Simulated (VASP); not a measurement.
Here is a VASP 6.6.1 calculation.

The input INCAR:

```
ALGO = Normal ; EDIFF = 1E-6
ENCUT = 520 ; GGA = PE
ISIF = 2 ; ISMEAR = -1
LASPH = True ; LCHARG = True
LELF = True ; LREAL = False
LVHAR = True ; LWAVE = False
NBANDS = 16 ; NELM = 100
PREC = Accurate ; SIGMA = 0.05
```

Contents of KPOINTS:

```
k-points
0
Gamma
  7 7 7
```

The input POSCAR:

```
CdTe
1.0
    0.0000000000      3.1395734784      3.1395734784
    3.1395734784      0.0000000000      3.1395734784
    3.1395734784      3.1395734784      0.0000000000
Te Cd
1 1
Direct
    0.7500000000      0.7500000000      0.7500000000
    0.0000000000      0.0000000000      0.0000000000
```

Potentials or basis: VASP PAW PBE potentials, release 64 (Te, Cd).

Launch:

```bash
$ cat potpaw_PBE.64/Te/POTCAR potpaw_PBE.64/Cd/POTCAR > POTCAR
$ mpirun -np 1 vasp_std > vasp.out
```

Task: Predict the band gap on the k mesh.

Result: 1.07 eV, direct.

Task: Estimate the pressure.

Result: 8.3 GPa.

Caveat: spin-orbit coupling is left out, which moves the levels of the heavy elements.
